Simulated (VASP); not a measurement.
Set up this calculation in VASP 6.6.1, as the native input.

```
Task                   : single point
Functional             : LDA
Potentials or basis    : VASP PAW LDA potentials, release 64 (Pt)
Cutoff                 : 520 eV
k mesh                 : 17 × 17 × 5
Occupations            : fermi-dirac, width 0.1 eV
Spin                   : no spin polarisation
Dipole correction      : no
Further INCAR settings : ALGO = Normal; EDIFF = 1e-07; NBANDS = 28
```

The structure of Pt lies in POSCAR:

```
Pt
1.0
    2.8086844517      0.0000000000      0.0000000000
   -1.4043422258      2.4323920864      0.0000000000
    0.0000000000      0.0000000000      9.3689175616
Pt
4
Direct
    0.0000000000      0.0000000000      0.0000000000
    0.0000000000      0.0000000000      0.5000000000
    0.3333333333      0.6666666667      0.2500000000
    0.6666666667      0.3333333333      0.7500000000
```

This isn't the form of Pt at room conditions, which is fcc.

One way to write it, as run:

INCAR

```
PREC = Accurate
ENCUT = 520
EDIFF = 1E-7
ISMEAR = -1
SIGMA = 0.1
LREAL = False
LASPH = True
NELM = 100
ALGO = Normal
ISIF = 2
LWAVE = False
LCHARG = False
NBANDS = 28
```

KPOINTS

```
regular mesh
0
Gamma
  17 17 5
```

Potentials or basis: VASP PAW LDA potentials, release 64 (Pt).

The run is started by

```bash
$ cat potpaw_LDA.64/Pt/POTCAR > POTCAR
$ mpirun -np 1 vasp_std > vasp.out
```

Results of the run:

```
Pressure               : -18.4 GPa
Band gap on the k mesh : zero (bands 20 and 21 overlap by 1.21 eV)
```

Caveat: the cell stands under tension; spin-orbit coupling is left out, which moves the levels of the heavy elements.

It took 3.8 min on 1 thread of Intel Xeon 8259CL, on a shared host, peak memory 0.25 GiB.
